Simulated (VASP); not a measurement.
# BN (P6_3mc) in VASP: a series of runs

BN is run at these levels: r2SCAN; tasks: single point, relaxation of the atoms.

Everything below comes from runs of VASP 6.6.1. Logs are shortened: lines on timing, memory, paths and dates and some standing lists are left out, and cuts for length are marked.

## Step 1: The cell of the first run

The structure is hexagonal, space group P6_3mc (No. 186). Conventional cell: a = 2.577 Å, b = 2.577 Å, c = 4.262 Å, α = 90.00°, β = 90.00°, γ = 120.00°. B (site symmetry 3m) has 4 N at 1.58 to 1.60 Å within 2.1 Å. Within 2.1 Å of N (site symmetry 3m) lie 4 B at 1.58 to 1.60 Å.

## Step 2: Single point, r2SCAN

The input, POSCAR:

```
BN
1.0
    2.5768719602      0.0000000000      0.0000000000
   -1.2884359801      2.2316365798      0.0000000000
    0.0000000000      0.0000000000      4.2623546600
B N
2 2
Direct
    0.6666666667      0.3333333333      0.0000336902
    0.3333333333      0.6666666667      0.5000336902
    0.6666666667      0.3333333333      0.3749663098
    0.3333333333      0.6666666667      0.8749663098
```

The input, INCAR.step1:

```
SYSTEM = BN
  PREC = Accurate
  ENCUT = 910
  ISMEAR = -1
  SIGMA = 0.02
  LREAL = .FALSE.
  LASPH = .TRUE.
  NELM = 120
  NBANDS = 16
  GGA = PE
  ALGO = Normal
  EDIFF = 1E-5
  LWAVE = .TRUE.
  LCHARG = .FALSE.
  GGA_COMPAT = .FALSE.
```

The input, INCAR.step2:

```
SYSTEM = BN
  PREC = Accurate
  ENCUT = 910
  EDIFF = 1E-6
  ISMEAR = -1
  SIGMA = 0.02
  LREAL = .FALSE.
  LASPH = .TRUE.
  NELM = 120
  ALGO = Normal
  ISIF = 2
  LWAVE = .FALSE.
  LCHARG = .FALSE.
  METAGGA = R2SCAN
  LMIXTAU = .TRUE.
  NBANDS = 16
  ISTART = 1
  GGA_COMPAT = .FALSE.
```

The input, KPOINTS:

```
regular mesh
0
G
  12 12 8
  0 0 0
```

Potentials or basis: VASP PAW PBE potentials, release 64 (B_h, N_h).

On the command line:

```bash
cat potpaw_PBE.64/B_h/POTCAR potpaw_PBE.64/N_h/POTCAR > POTCAR
cp INCAR.step1 INCAR
mpirun -np 1 vasp_std > vasp.out
cp INCAR.step2 INCAR
mpirun -np 1 vasp_std > vasp.out
```

OUTCAR:

```text
SYSTEM = BN
   PREC = Accurate
   ENCUT = 910
   EDIFF = 1E-6
   ISMEAR = -1
   LREAL = .FALSE.
   LASPH = .TRUE.
   NELM = 120
   ISIF = 2
   METAGGA = R2SCAN
   ISTART = 1

 ion  position               nearest neighbor table
   1  0.667  0.333  0.000-
   2  0.333  0.667  0.500-
   3  0.667  0.333  0.375-
   4  0.333  0.667  0.875-

  LATTYP: Found a hexagonal cell.
 ALAT       =     2.5768719602
 C/A-ratio  =     1.6540808879

  Lattice vectors:

 A1 = (   2.5768719602,   0.0000000000,   0.0000000000)
 A2 = (  -1.2884359801,   2.2316365798,   0.0000000000)
 A3 = (   0.0000000000,   0.0000000000,   4.2623546600)

Analysis of symmetry for initial positions (statically):
=====================================================================
 Subroutine PRICEL returns:
 Original cell was already a primitive cell.

 Routine SETGRP: Setting up the symmetry group for a
 hexagonal supercell.

 Subroutine GETGRP returns: Found 12 space group operations
 (whereof  6 operations were pure point group operations)
 out of a pool of 24 trial point group operations.

The static configuration has the point symmetry C_3v.
 The point group associated with its full space group is C_6v.

Analysis of symmetry for dynamics (positions and initial velocities):
=====================================================================
 Subroutine PRICEL returns:
 Original cell was already a primitive cell.

 Routine SETGRP: Setting up the symmetry group for a
 hexagonal supercell.

 Subroutine GETGRP returns: Found 12 space group operations
 (whereof  6 operations were pure point group operations)
 out of a pool of 24 trial point group operations.

The dynamic configuration has the point symmetry C_3v.
 The point group associated with its full space group is C_6v.

 Subroutine INISYM returns: Found 12 space group operations
 (whereof  6 operations are pure point group operations),
 and found     1 'primitive' translations

----------------------------------------------------------------------------------------

                                     Primitive cell

  volume of cell :      24.5113

  direct lattice vectors                    reciprocal lattice vectors
     2.576871960  0.000000000  0.000000000     0.388067399  0.224050817  0.000000000
    -1.288435980  2.231636580  0.000000000     0.000000000  0.448101635  0.000000000
     0.000000000  0.000000000  4.262354660     0.000000000  0.000000000  0.234612105

  length of vectors
     2.576871960  2.576871960  4.262354660     0.448101635  0.448101635  0.234612105

  position of ions in fractional coordinates (direct lattice)
     0.666666667  0.333333333  0.000033690
     0.333333333  0.666666667  0.500033690
     0.666666667  0.333333333  0.374966310
     0.333333333  0.666666667  0.874966310

  ion indices of the primitive-cell ions
   primitive index   ion index
                 1           1
                 2           2
                 3           3
                 4           4

----------------------------------------------------------------------------------------

 KPOINTS: regular mesh

Automatic generation of k-mesh.
 Grid dimensions read from file:
 generate k-points for:   12   12    8

 Generating k-lattice:

  Cartesian coordinates                     Fractional coordinates (reciprocal lattice)
     0.032338950  0.018670901  0.000000000     0.083333333  0.000000000  0.000000000
     0.000000000  0.037341803  0.000000000     0.000000000  0.083333333  0.000000000
     0.000000000  0.000000000  0.029326513     0.000000000  0.000000000  0.125000000

  Length of vectors
     0.037341803  0.037341803  0.029326513

  Shift w.r.t. Gamma in fractional coordinates (k-lattice)
     0.000000000  0.000000000  0.000000000

 Subroutine IBZKPT returns following result:
 ===========================================

 Found     95 irreducible k-points:

 Following reciprocal coordinates:
            Coordinates               Weight
  0.000000  0.000000  0.000000      1.000000
  0.083333  0.000000  0.000000      6.000000
  0.166667  0.000000  0.000000      6.000000
  0.250000  0.000000  0.000000      6.000000
  0.333333  0.000000  0.000000      6.000000
  0.416667 -0.000000  0.000000      6.000000
[... 16 lines left out ...]
  0.250000  0.000000  0.125000     12.000000
  0.333333  0.000000  0.125000     12.000000
 [... further k-points ...]
   k-points           NKPTS =     95   k-points in BZ     NKDIM =     95   number of bands    NBANDS=     16
   number of dos      NEDOS =    301   number of ions     NIONS =      4
   total plane-waves  NPLWV =  32928
   dimension x,y,z NGX =    28 NGY =   28 NGZ =   42
   dimension x,y,z NGXF=    56 NGYF=   56 NGZF=   84
   ions per type =               2   2
   NGX,Y,Z   is equivalent  to a cutoff of  18.06, 18.06, 16.38 a.u.
   NGXF,Y,Z  is equivalent  to a cutoff of  36.13, 36.13, 32.76 a.u.
 SYSTEM =  BN
   PREC   = accura    normal or accurate (medium, high low for compatibility)
   ISTART =      1    job   : 0-new  1-cont  2-samecut
   ICHARG =      0    charge: 1-file 2-atom 10-const
   ISPIN  =      1    spin polarized calculation?
   LNONCOLLINEAR =      F non collinear calculations
   LSORBIT =      F    spin-orbit coupling
   LASPH  =      T    aspherical Exc in radial PAW
   ENCUT  =  910.0 eV  66.88 Ry    8.18 a.u.   6.34  6.34 10.48*2*pi/ulx,y,z
   NELM   =    120;   NELMIN=  2; NELMDL=  0     # of ELM steps
   EDIFF  = 0.1E-05   stopping-criterion for ELM
   LREAL  =      F    real-space projection
   EDIFFG = 0.1E-04   stopping-criterion for IOM
   NSW    =      0    number of steps for IOM
   IBRION =     -1    ionic relax: 0-MD 1-quasi-New 2-CG
   NFREE  =      0    steps in history (QN), initial steepest desc. (CG)
   ISIF   =      2    stress and relaxation
   ISYM   =      2    0-nonsym 1-usesym 2-fastsym
   POTIM  = 0.5000    time-step for ionic-motion
   TEBEG  =    0.0;   TEEND  =   0.0 temperature during run
   PSTRESS=    0.0 pullay stress
   NELECT =      16.0000    total number of electrons
   NUPDOWN=      -1.0000    fix difference up-down
   EMIN   =  10.00;   EMAX   =-10.00  energy-range for DOS
   EFERMI =   0.00;   METHOD = LEGACY
   ISMEAR =    -1;   SIGMA  =   0.02  broadening in eV -4-tet -1-fermi 0-gaus
   EFERMI_NEDOS =   21; number of points for ismear=-14 and -15
   IALGO  =     38    algorithm
   IMIX   =      4    mixing-type and parameters
     AMIX     =   0.40;   BMIX     =  1.00
     AMIX_MAG =   1.60;   BMIX_MAG =  1.00
  volume/ion in A,a.u.               =       6.13        41.35
  Fermi-wavevector in a.u.,A,eV,Ry     =   1.420124  2.683645 27.439570  2.016751
  Thomas-Fermi vector in A             =   2.541072
   LORBIT       =      0    0 simple, 1 ext, 2 COOP (PROOUT), +10 PAW based schemes
   METAGGA = R2SCAN    functional components
   LHFCALC =     F    Hartree Fock is set to
   AEXX    =    0.0000 exact exchange contribution
   IVDW    =     0    specifies the selected vdW correction
   LEPSILON=     F    determine dielectric tensor
   LRPA    =     F    only Hartree local field effects (RPA)
 non-spin polarized calculation
  energy-cutoff  :      910.00
  volume of cell :       24.51
 maximum number of plane-waves:      1551
 NGX is ok and might be reduce to    28
   NGX = 13   NGY = 13   NGZ = 21

 number of electron      15.9999999 magnetization

 Free energy of the ion-electron system (eV)
  ---------------------------------------------------
  ext. energy  EPLUGINS =         0.00000000
  ---------------------------------------------------
  free energy    TOTEN  =       -38.27909323 eV

  energy without entropy =      -38.27909323  energy(sigma->0) =      -38.27909323

 E-fermi :   8.9617     XC(G=0): -13.5501

 val. band max:        8.5656168926   @ k =   0.0000   0.0000   0.0000
 cond. band min:      14.3696842622   @ k =   0.3333   0.3333   0.0000
 fundamental gap:      5.8040673695
 Fermi energy:         8.9616846668

 k-point     1 :       0.0000    0.0000    0.0000
  band No.  band energies     occupation
      1     -12.4650      2.00000
      2      -8.4087      2.00000
      3      -2.3768      2.00000
      4       6.4472      2.00000
      5       6.4472      2.00000
      6       8.3298      2.00000
[... 8 lines left out ...]
     15      21.0559      0.00000
     16      25.4972      0.00000

 k-point     2 :       0.0833    0.0000    0.0000
  band No.  band energies     occupation
      1     -12.3133      2.00000
      2      -8.2937      2.00000
      3      -2.2254      2.00000
      4       5.7396      2.00000
      5       6.1665      2.00000
      6       7.9705      2.00000
[... 8 lines left out ...]
     15      21.5075      0.00000
     16      25.2479      0.00000

 k-point     3 :       0.1667    0.0000    0.0000
  band No.  band energies     occupation
      1     -11.8636      2.00000
      2      -7.9657      2.00000
      3      -1.7776      2.00000
      4       4.0465      2.00000
      5       5.5046      2.00000
      6       6.5101      2.00000
[... 8 lines left out ...]
     15      22.6871      0.00000
     16      24.5414      0.00000

 k-point     4 :       0.2500    0.0000    0.0000
  band No.  band energies     occupation
      1     -11.1355      2.00000
      2      -7.4899      2.00000
      3      -1.0560      2.00000
      4       2.0536      2.00000
      5       4.6968      2.00000
      6       4.7600      2.00000
[... 8 lines left out ...]
     15      24.2210      0.00000
     16      24.5817      0.00000
[... 324 lines left out ...]
 k-point    22 :       0.1667    0.0000    0.1250
  band No.  band energies     occupation
      1     -11.7714      2.00000
      2      -8.2551      2.00000
      3      -1.3371      2.00000
      4       4.1303      2.00000
      5       5.5792      2.00000
      6       6.2544      2.00000
[... 8 lines left out ...]
     15      22.5023      0.00000
     16      24.5399      0.00000

 k-point    23 :       0.2500    0.0000    0.1250
  band No.  band energies     occupation
      1     -11.0465      2.00000
      2      -7.7445      2.00000
      3      -0.7026      2.00000
      4       2.1822      2.00000
      5       4.4397      2.00000
      6       4.8389      2.00000
[... 8 lines left out ...]
     15      24.0237      0.00000
     16      24.6504      0.00000

 k-point    24 :       0.3333    0.0000    0.1250
  band No.  band energies     occupation
      1     -10.0940      2.00000
      2      -7.2225      2.00000
      3      -0.3020      2.00000
      4       0.8577      2.00000
      5       2.6331      2.00000
      6       4.2129      2.00000
[... 8 lines left out ...]
     15      25.3725      0.00000
     16      25.4865      0.00000

 [... further k-points ...]

------------------------ aborting loop because EDIFF is reached ----------------------------------------

  FORCE on cell =-STRESS in cart. coord.  units (eV):
  Direction    XX          YY          ZZ          XY          YZ          ZX
  --------------------------------------------------------------------------------------
  -------------------------------------------------------------------------------------
  Total       -2.2281829     -2.2281829     -2.2394693      0.0000000      0.0000000      0.0000000
  in kB     -145.6449834   -145.6449834   -146.3827170      0.0000000      0.0000000      0.0000000
  external PRESSURE =    -145.8908946 kB  Pullay stress =       0.0000000 kB

 VOLUME and BASIS-vectors are now :
 -----------------------------------------------------------------------------
  energy-cutoff  :      910.00
  volume of cell :       24.51
      direct lattice vectors                 reciprocal lattice vectors
     2.576871960  0.000000000  0.000000000     0.388067399  0.224050817  0.000000000
    -1.288435980  2.231636580  0.000000000     0.000000000  0.448101635  0.000000000
     0.000000000  0.000000000  4.262354660     0.000000000  0.000000000  0.234612105

 POSITION                                       TOTAL-FORCE (eV/Angst)
 -----------------------------------------------------------------------------------
      1.28844      0.74388      0.00014         0.000000      0.000000     -0.000705
     -0.00000      1.48776      2.13132        -0.000000     -0.000000     -0.000705
      1.28844      0.74388      1.59824         0.000000     -0.000000      0.000705
     -0.00000      1.48776      3.72942        -0.000000      0.000000      0.000705
 -----------------------------------------------------------------------------------
    total drift:                                0.000000     -0.000000     -0.014157

  FREE ENERGIE OF THE ION-ELECTRON SYSTEM (eV)
  ---------------------------------------------------
  free  energy   TOTEN  =       -38.2790932260 eV

  energy  without entropy=      -38.2790932260  energy(sigma->0) =      -38.27909323
```

Run time: 2 min. Hardware: 1 thread of Intel Xeon 6975P-C (Granite Rapids), shared host; peak memory 0.22 GiB.

What came out:

- Free energy: -38.2791 eV
- Pressure: -14.6 GPa
- Band gap on the k mesh: 5.80 eV (least direct gap 8.80 eV)

Caveat: the cutoff is under 1.25 times the usual one of these potentials, so pressure, stress and relaxed cells hold a basis-set (Pulay) error; the cell stands under tension; the PAW data sets were made with another functional, which shifts forces and pressure a little. A k mesh can miss the band edges.

(Part 1 of 2 ends here.)
